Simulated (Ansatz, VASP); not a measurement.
# KBr in VASP and in Ansatz

```
Br K
1.0
     0.00000    3.30000    3.30000
     3.30000    0.00000    3.30000
     3.30000    3.30000    0.00000
Br K
1 1
Direct
  0.50000 0.50000 0.50000
  0.00000 0.00000 0.00000
```

Alike in both runs: task relaxation of cell and atoms; functional PBEsol; dispersion D3(BJ); k mesh 7 × 7 × 7; occupations fermi-dirac, width 0.05 eV; no spin polarisation.

```csv
,VASP,Ansatz
version,VASP 6.6.1,Ansatz 0.2.0
potentials or method,"VASP PAW PBE potentials, release 64 (Br, K_sv)",Ansatz PAW
plane-wave cutoff (eV),600,420
valence electrons in the cell,16,16
```

Ansatz gave:

- relaxed volume (Å³/atom): 33.03
- relaxed cell length with the largest relative difference (Å): 4.537

Problem. What did VASP give for the same quantities?

Solution. Relaxed volume (Å³/atom): 33.14; relaxed cell length with the largest relative difference (Å): 4.542.

VASP's potentials were made for PBE, not for PBEsol.

Noted on Ansatz's run: odd divisions of the mesh miss points on the zone boundary, where band edges often lie, so the gap on the mesh can be too wide; the plane-wave basis is chosen anew once the cell has moved, so the energies of steps on either side of that aren't comparable.
